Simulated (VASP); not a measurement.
# TaC2 (Fd-3m) in VASP: further runs

Runs on TaC2. Level: PBE. Tasks: single point, relaxation of cell and atoms.

All numbers are computed with VASP 6.6.1; they aren't measurements. Logs are shortened: lines on timing, memory, paths and dates and some standing lists are left out, and cuts for length are marked.

## Step 1: The cell of the first run

The structure is cubic, space group Fd-3m (No. 227). Conventional cell: a = 6.205 Å, b = 6.205 Å, c = 6.205 Å, α = 90.00°, β = 90.00°, γ = 90.00°. Within 3.4 Å of Ta (site symmetry -43m) lie 12 C at 2.57 Å and 4 Ta at 2.69 Å. Within 2.9 Å of C (site symmetry -3m) lie 6 C at 2.19 Å and 6 Ta at 2.57 Å.

## Step 2: Single point, PBE

Contents of INCAR:

```
PREC     = Accurate       # precision mode
ENCUT    = 520            # plane-wave cutoff, eV
EDIFF    = 1E-6           # SCF threshold, eV
ISMEAR   = 0              # smearing method
SIGMA    = 0.1            # smearing width, eV
LREAL    = False          # projectors in reciprocal space
LASPH    = True           # aspherical terms in the spheres
NELM     = 100            # most SCF steps
ALGO     = Normal         # electronic algorithm
ISIF     = 2              # what is computed and relaxed
LWAVE    = False          # write WAVECAR
LCHARG   = True           # write CHGCAR
GGA      = PE             # functional
LELF     = True           # ELF
LVHAR    = True         
NBANDS   = 28             # bands
```

Contents of KPOINTS:

```
regular mesh
0
Gamma
  10 10 10
```

Contents of POSCAR:

```
TaC2
1.0
    0.0000000000      3.1022526246      3.1022526246
    3.1022526246      0.0000000000      3.1022526246
    3.1022526246      3.1022526246      0.0000000000
Ta C
2 4
Direct
    0.5000000000      0.5000000000      0.5000000000
    0.7500000000      0.7500000000      0.7500000000
    0.1250000000      0.1250000000      0.1250000000
    0.6250000000      0.1250000000      0.1250000000
    0.1250000000      0.1250000000      0.6250000000
    0.1250000000      0.6250000000      0.1250000000
```

Potentials or basis: VASP PAW PBE potentials, release 64 (Ta_pv, C).

Started as:

```console
$ cat potpaw_PBE.64/Ta_pv/POTCAR potpaw_PBE.64/C/POTCAR > POTCAR
$ mpirun -np 1 vasp_std > vasp.out
```

OUTCAR:

```text
PREC = Accurate
   ENCUT = 520
   EDIFF = 1E-6
   ISMEAR = 0
   LREAL = False
   LASPH = True
   NELM = 100
   ISIF = 2
   GGA = PE

 ion  position               nearest neighbor table
   1  0.500  0.500  0.500-   3 2.57   5 2.57   6 2.57   3 2.57   4 2.57   5 2.57   3 2.57   4 2.57
                             6 2.57   4 2.57   5 2.57   6 2.57   2 2.69   2 2.69   2 2.69   2 2.69
   2  0.750  0.750  0.750-   4 2.57   5 2.57   6 2.57   3 2.57   4 2.57   6 2.57   3 2.57   4 2.57
                             5 2.57   3 2.57   5 2.57   6 2.57   1 2.69   1 2.69   1 2.69   1 2.69
   3  0.125  0.125  0.125-   2 2.57   2 2.57   2 2.57   1 2.57   1 2.57   1 2.57
   4  0.625  0.125  0.125-   2 2.57   2 2.57   1 2.57   2 2.57   1 2.57   1 2.57
   5  0.125  0.125  0.625-   2 2.57   2 2.57   1 2.57   2 2.57   1 2.57   1 2.57
   6  0.125  0.625  0.125-   2 2.57   2 2.57   1 2.57   2 2.57   1 2.57   1 2.57

  LATTYP: Found a face centered cubic cell.
 ALAT       =     6.2045052492

  Lattice vectors:

 A1 = (   0.0000000000,   3.1022526246,   3.1022526246)
 A2 = (   3.1022526246,   0.0000000000,   3.1022526246)
 A3 = (   3.1022526246,   3.1022526246,   0.0000000000)

Analysis of symmetry for initial positions (statically):
=====================================================================
 Subroutine PRICEL returns:
 Original cell was already a primitive cell.

 Routine SETGRP: Setting up the symmetry group for a
 face centered cubic supercell.

 Subroutine GETGRP returns: Found 48 space group operations
 (whereof 24 operations were pure point group operations)
 out of a pool of 48 trial point group operations.

The static configuration has the point symmetry T_d .
 The point group associated with its full space group is O_h .

Analysis of symmetry for dynamics (positions and initial velocities):
=====================================================================
 Subroutine PRICEL returns:
 Original cell was already a primitive cell.

 Routine SETGRP: Setting up the symmetry group for a
 face centered cubic supercell.

 Subroutine GETGRP returns: Found 48 space group operations
 (whereof 24 operations were pure point group operations)
 out of a pool of 48 trial point group operations.

The dynamic configuration has the point symmetry T_d .
 The point group associated with its full space group is O_h .

 Subroutine INISYM returns: Found 48 space group operations
 (whereof 24 operations are pure point group operations),
 and found     1 'primitive' translations

----------------------------------------------------------------------------------------

                                     Primitive cell

[... 100 lines left out ...]
   EDIFFG = 0.1E-04   stopping-criterion for IOM
   NSW    =      0    number of steps for IOM
   IBRION =     -1    ionic relax: 0-MD 1-quasi-New 2-CG
   NFREE  =      0    steps in history (QN), initial steepest desc. (CG)
   ISIF   =      2    stress and relaxation
   ISYM   =      2    0-nonsym 1-usesym 2-fastsym
   POTIM  = 0.5000    time-step for ionic-motion
   TEBEG  =    0.0;   TEEND  =   0.0 temperature during run
   PSTRESS=    0.0 pullay stress
   NELECT =      38.0000    total number of electrons
   NUPDOWN=      -1.0000    fix difference up-down
   EMIN   =  10.00;   EMAX   =-10.00  energy-range for DOS
   EFERMI =   0.00;   METHOD = LEGACY
   ISMEAR =     0;   SIGMA  =   0.10  broadening in eV -4-tet -1-fermi 0-gaus
   EFERMI_NEDOS =   21; number of points for ismear=-14 and -15
   IALGO  =     38    algorithm
   IMIX   =      4    mixing-type and parameters
     AMIX     =   0.40;   BMIX     =  1.00
     AMIX_MAG =   1.60;   BMIX_MAG =  1.00
  volume/ion in A,a.u.               =       9.95        67.16
  Fermi-wavevector in a.u.,A,eV,Ry     =   1.408150  2.661017 26.978802  1.982886
  Thomas-Fermi vector in A             =   2.530337
   LORBIT       =      0    0 simple, 1 ext, 2 COOP (PROOUT), +10 PAW based schemes
   GGA     = PE    functional components
   LHFCALC =     F    Hartree Fock is set to
   AEXX    =    0.0000 exact exchange contribution
   IVDW    =     0    specifies the selected vdW correction
   LEPSILON=     F    determine dielectric tensor
   LRPA    =     F    only Hartree local field effects (RPA)
 non-spin polarized calculation
 Gauss-broadening in eV      SIGMA  =   0.10
  energy-cutoff  :      520.00
  volume of cell :       59.71
 maximum number of plane-waves:      1639
 NGX is ok and might be reduce to    36
   NGX = 17   NGY = 17   NGZ = 17

 number of electron      37.9999999 magnetization

 Free energy of the ion-electron system (eV)
  ---------------------------------------------------
  ext. energy  EPLUGINS =         0.00000000
  ---------------------------------------------------
  free energy    TOTEN  =       -46.77194680 eV

  energy without entropy =      -46.74828098  energy(sigma->0) =      -46.76011389

 E-fermi :   7.9668     XC(G=0): -13.0704

 val. band max:        7.9634881932   @ k =   0.5000   0.3000   0.0000
 cond. band min:       7.9738989106   @ k =  -0.4000   0.4000   0.1000
 fundamental gap:      0.0104107174
 Fermi energy:         7.9667717626

 k-point     1 :       0.0000    0.0000    0.0000
  band No.  band energies     occupation
      1     -27.2813      2.00000
      2     -27.2813      2.00000
      3     -27.2813      2.00000
      4     -26.5925      2.00000
      5     -26.5925      2.00000
      6     -26.5925      2.00000
[... 733 lines left out ...]
     27      12.6414      0.00000
     28      12.8951      0.00000

 [... further k-points ...]
[... 5 lines left out ...]
  --------------------------------------------------------------------------------------
  -------------------------------------------------------------------------------------
  Total        0.1831888      0.1831888      0.1831888      0.0000000     -0.0000000      0.0000000
  in kB        4.9152769      4.9152769      4.9152769      0.0000000     -0.0000000      0.0000000
  external PRESSURE =       4.9152769 kB  Pullay stress =       0.0000000 kB

 VOLUME and BASIS-vectors are now :
 -----------------------------------------------------------------------------
  energy-cutoff  :      520.00
  volume of cell :       59.71
      direct lattice vectors                 reciprocal lattice vectors
     0.000000000  3.102252625  3.102252625    -0.161173206  0.161173206  0.161173206
     3.102252625  0.000000000  3.102252625     0.161173206 -0.161173206  0.161173206
     3.102252625  3.102252625  0.000000000     0.161173206  0.161173206 -0.161173206

 POSITION                                       TOTAL-FORCE (eV/Angst)
 -----------------------------------------------------------------------------------
      3.10225      3.10225      3.10225         0.000000      0.000000      0.000000
      4.65338      4.65338      4.65338        -0.000000     -0.000000     -0.000000
      0.77556      0.77556      0.77556         0.000000     -0.000000      0.000000
      0.77556      2.32669      2.32669         0.000000     -0.000000      0.000000
      2.32669      2.32669      0.77556         0.000000     -0.000000      0.000000
      2.32669      0.77556      2.32669         0.000000     -0.000000      0.000000
 -----------------------------------------------------------------------------------
    total drift:                                0.000000      0.000000      0.000000

  FREE ENERGIE OF THE ION-ELECTRON SYSTEM (eV)
  ---------------------------------------------------
  free  energy   TOTEN  =       -46.7719467974 eV

  energy  without entropy=      -46.7482809822  energy(sigma->0) =      -46.76011389
```

stdout:

```text
POSCAR found type information on POSCAR TaC
 POSCAR found :  2 types and       6 ions
 scaLAPACK will be used
 LDA part: xc-table for (Slater+PW92), standard interpolation
 POSCAR, INCAR and KPOINTS ok, starting setup
 FFT: planning ... GRIDC
 FFT: planning ... GRID_SOFT
 FFT: planning ... GRID
 WAVECAR not read
 entering main loop
```

Run time: 39 s. Hardware: 1 thread of Intel Xeon 6975P-C (Granite Rapids), shared host; peak memory 0.23 GiB.

What came out:

```yaml
Free_energy: -46.7719 eV
Pressure: 0.5 GPa
Band_gap_on_the_k_mesh: zero (band 19 reaches 8.33 eV, above the bottom of band 20 at 6.52 eV)
```

Levels at points of the mesh, in eV from the Fermi level:
```
           k point  band 15  band 16  band 17  band 18  band 19  band 20  band 21  band 22  band 23  band 24
(0.00, 0.00, 0.00)    -6.33    -6.33     0.37     0.37     0.37     0.54     3.64     3.64     3.64     3.95
(0.50, 0.00, 0.00)    -3.18    -2.30    -1.51    -1.51    -0.17     0.49     1.71     1.71     2.15     2.48
(0.50, 0.50, 0.00)    -2.05    -2.05    -1.50    -1.50    -1.45    -1.45     0.27     0.27     3.06     3.06
```

Caveat: spin-orbit coupling is left out, which moves the levels of the heavy elements.

## Step 3: Relaxation of cell and atoms, PBE

This run uses another cell than the first one, of 9.91 Å³/atom, 0.996 times its volume.

Contents of INCAR:

```
SYSTEM = TaC2
ALGO = Normal ; EDIFF = 1E-6
EDIFFG = -0.01 ; ENCUT = 600
GGA = PE ; IBRION = 2
ISIF = 3 ; ISMEAR = 0
LASPH = .TRUE. ; LCHARG = .FALSE.
LREAL = .FALSE. ; LWAVE = .FALSE.
NELM = 100 ; NSW = 100
PREC = Accurate ; SIGMA = 0.1
```

Contents of KPOINTS:

```
k-points
0
G
  10 10 10
  0 0 0
```

Changes to POSCAR since step 2:

```diff
@@ -2,5 +2,5 @@
 1.0
-    0.0000000000      3.1022526246      3.1022526246
-    3.1022526246      0.0000000000      3.1022526246
-    3.1022526246      3.1022526246      0.0000000000
+    0.0000000000      3.0976448359      3.0976448359
+    3.0976448359      0.0000000000      3.0976448359
+    3.0976448359      3.0976448359      0.0000000000
 Ta C
```

Potentials or basis: VASP PAW PBE potentials, release 64 (Ta_pv, C).

Started as:

```console
$ cat potpaw_PBE.64/Ta_pv/POTCAR potpaw_PBE.64/C/POTCAR > POTCAR
$ mpirun -np 1 vasp_std > vasp.out
```

It took 4.4 min on 1 thread of Intel Xeon 6975P-C, shared host; peak memory 0.25 GiB.

It converged, with:

```
Free energy                            : -46.7738 eV
Relaxed volume                         : 9.97 Å³/atom
Relaxed cell                           : a = 4.390 Å, b = 4.390 Å, c = 4.390 Å, α = 60.00°, β = 60.00°, γ = 60.00°
Space group after relaxing (to 0.05 Å) : Fd-3m (No. 227)
Energy gained by relaxing              : 0.3 meV/atom
Ionic steps                            : 3
Pressure after relaxing                : 0.0 GPa
Band gap on the k mesh                 : zero (band 19 reaches 8.30 eV, above the bottom of band 20 at 6.50 eV)
```

The path:
```csv
step,energy change (eV),largest force (eV/Å),pressure (GPa),volume (Å³)
1,0.0000,0.0000,1.34,59.45
2,-0.0005,0.0000,-1.08,60.16
3,-0.0016,0.0000,-0.01,59.84
```

Final structure:
```
CELL_PARAMETERS angstrom
0.00000 3.10447 3.10447
3.10447 0.00000 3.10447
3.10447 3.10447 0.00000
ATOMIC_POSITIONS crystal
Ta 0.50000 0.50000 0.50000
Ta 0.75000 0.75000 0.75000
C 0.12500 0.12500 0.12500
C 0.62500 0.12500 0.12500
C 0.12500 0.12500 0.62500
C 0.12500 0.62500 0.12500
```

Levels at points of the mesh, in eV from the Fermi level:
```
           k point  band 15  band 16  band 17  band 18  band 19  band 20  band 21  band 22  band 23
(0.00, 0.00, 0.00)    -6.32    -6.32     0.36     0.36     0.36     0.53     3.64     3.64     3.64
(0.50, 0.00, 0.00)    -3.17    -2.30    -1.51    -1.51    -0.18     0.49     1.71     1.71     2.14
(0.50, 0.50, 0.00)    -2.04    -2.04    -1.49    -1.49    -1.44    -1.44     0.27     0.27     3.05
```

Caveat: spin-orbit coupling is left out, which moves the levels of the heavy elements.
